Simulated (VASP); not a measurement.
Set up this calculation in VASP 6.6.1, as the native input.

- Task: single point
- Functional: RPBE
- Potentials or basis: VASP PAW PBE potentials, release 64 (Al)
- Cutoff: 520 eV
- k mesh: 13 × 13 × 4
- Occupations: fermi-dirac, width 0.1 eV
- Spin: no spin polarisation
- Dipole correction: no
- Further INCAR settings: ALGO = Normal; EDIFF = 1e-06; NBANDS = 14

The structure of Al lies in POSCAR:

```
Al
1.0
    2.8633085749      0.0000000000      0.0000000000
   -1.4316542875      2.4796979648      0.0000000000
    0.0000000000      0.0000000000      9.5016109238
Al
4
Direct
    0.0000000000      1.0000000000      0.0000000000
    0.0000000000      1.0000000000      0.5000000000
    0.3333333333      0.6666666667      0.2500000000
    0.6666666667      0.3333333333      0.7500000000
```

This isn't the form of Al at room conditions, which is fcc.

One way to write it, as run:

INCAR

```
SYSTEM = Al
ALGO = Normal
EDIFF = 1E-6
ENCUT = 520
GGA = RP
ISIF = 2
ISMEAR = -1
LASPH = .True.
LCHARG = .False.
LREAL = .False.
LWAVE = .False.
NBANDS = 14
NELM = 100
PREC = Accurate
SIGMA = 0.1
```

KPOINTS

```
k-points
0
Gamma
  13 13 4
  0 0 0
```

Potentials or basis: VASP PAW PBE potentials, release 64 (Al).

Command:

```sh
$ cat potpaw_PBE.64/Al/POTCAR > POTCAR
$ mpirun -np 1 vasp_std > vasp.out
```

Results of the run:

```
Pressure               : -0.2 GPa
Band gap on the k mesh : zero (bands 6 and 7 overlap by 4.93 eV)
```

Caveat: the PAW data sets were made with another functional, which shifts forces and pressure a little.

Run time: 59 s on 1 thread of Intel Xeon 8259CL, with other jobs on the host, peak memory 0.2 GiB.
